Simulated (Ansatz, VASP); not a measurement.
# One calculation of CdSe, two programs

The input INCAR:

```
SYSTEM = CdSe
ALGO = Normal
EDIFF = 1E-7
ENCUT = 520
GGA = PE
ISIF = 2
ISMEAR = 0
LASPH = .True.
LCHARG = .False.
LREAL = .False.
LWAVE = .False.
NBANDS = 46
NELM = 100
PREC = Accurate
SIGMA = 0.01
```

The input KPOINTS:

```
k-points
0
Gamma
  6 6 2
  0 0 0
```

POSCAR

```
CdSe
1.0
    4.3826973580      0.0000000000      0.0000000000
   -2.1913486790      3.7955272491      0.0000000000
    0.0000000000      0.0000000000     14.3053200396
Cd Se
4 4
Direct
    0.0000000000      0.0000000000     -0.0001635463
    0.3333333333      0.6666666667      0.2499698776
    0.0000000000      0.0000000000      0.4998364537
    0.6666666667      0.3333333333      0.7499698776
    0.0000000000      0.0000000000      0.1874660279
    0.3333333333      0.6666666667      0.4377276407
    0.0000000000      0.0000000000      0.6874660279
    0.6666666667      0.3333333333      0.9377276407
```

Input for Ansatz:

```yaml
crystal:
  lattice:
    - [4.382697358, 0.0, 0.0]
    - [-2.191348679, 3.7955272491, 0.0]
    - [0.0, 0.0, 14.3053200396]
  atoms:
    - { symbol: Cd, position: [0.0, 0.0, -0.0001635463] }
    - { symbol: Cd, position: [0.3333333333, 0.6666666667, 0.2499698776] }
    - { symbol: Cd, position: [0.0, 0.0, 0.4998364537] }
    - { symbol: Cd, position: [0.6666666667, 0.3333333333, 0.7499698776] }
    - { symbol: Se, position: [0.0, 0.0, 0.1874660279] }
    - { symbol: Se, position: [0.3333333333, 0.6666666667, 0.4377276407] }
    - { symbol: Se, position: [0.0, 0.0, 0.6874660279] }
    - { symbol: Se, position: [0.6666666667, 0.3333333333, 0.9377276407] }
kpoints:
  mp_grid: { grid: [6, 6, 2] }
hamiltonian:
  xc: pbe
scf:
  occupations: { method: fixed }
  n_extra_bands: 6
output:
  forces: true
  stress: true
  eigenvalues: true
```

Alike in both runs: task single point; functional PBE; k mesh 6 × 6 × 2; no spin polarisation.

|  | VASP | Ansatz |
| --- | --- | --- |
| version | VASP 6.6.1 | Ansatz 0.2.0 |
| potentials or method | VASP PAW PBE potentials, release 64 (Cd, Se) | plane waves, PAW |
| plane-wave cutoff (eV) | 520 | 420 |
| occupations | gaussian, width 0.01 eV | fixed |
| valence electrons in the cell | 72 | 144 |

Ansatz gave:

```
gap on the k mesh at the Fermi level (eV) : 0.52
pressure (GPa)                            : 0.0
```

Q: Which values does VASP return?

A: gap on the k mesh at the Fermi level (eV): 0.52; pressure (GPa): 0.3.

VASP's potentials hold 72 valence electrons a cell and Ansatz's 144, so a difference there can come from the potentials and not from the codes.
